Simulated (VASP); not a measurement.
A run of VASP 6.6.1 is set up as follows.

INCAR

```
PREC = Accurate
ENCUT = 600
EDIFF = 1E-7
ISMEAR = -1
SIGMA = 0.05
LREAL = False
LASPH = True
NELM = 60
ALGO = Normal
ISIF = 3
LWAVE = False
LCHARG = False
GGA = PE
IBRION = 2
NSW = 60
EDIFFG = -0.01
PSTRESS = 20.0
```

The input KPOINTS:

```
Automatic mesh
0
Gamma
  7 7 5
```

File POSCAR:

```
Te
1.0
    4.4540000000      0.0000000000      0.0000000000
   -2.2270000000      3.8572771485      0.0000000000
    0.0000000000      0.0000000000      5.9240000000
Te
3
Direct
    0.7310000000      0.7310000000      0.0000000000
    0.0000000000      0.2690000000      0.6666666667
    0.2690000000      0.0000000000      0.3333333333
```

Potentials or basis: VASP PAW PBE potentials, release 64 (Te).

The run is started by

```console
$ cat potpaw_PBE.64/Te/POTCAR > POTCAR
$ mpirun -np 1 vasp_std > vasp.out
```

(1) Predict the relaxed volume.

(2) What does it give for the relaxed cell?

(3) What does it give for the band gap on the k mesh?

(4) Predict the space group after relaxing (to 0.1 Å).

Answers

(1) 32.47 Å³/atom.

(2) a = 4.341 Å, b = 4.341 Å, c = 5.968 Å, α = 90.00°, β = 90.00°, γ = 120.00°.

(3) 0.50 eV (least direct gap 0.64 eV).

(4) P3_121 (No. 152).

Caveat: the cell is relaxed towards a set pressure, so the run minimises the enthalpy, not the energy; semilocal functionals underestimate gaps, and a narrow one can read as zero; spin-orbit coupling is left out, which moves the levels of the heavy elements.
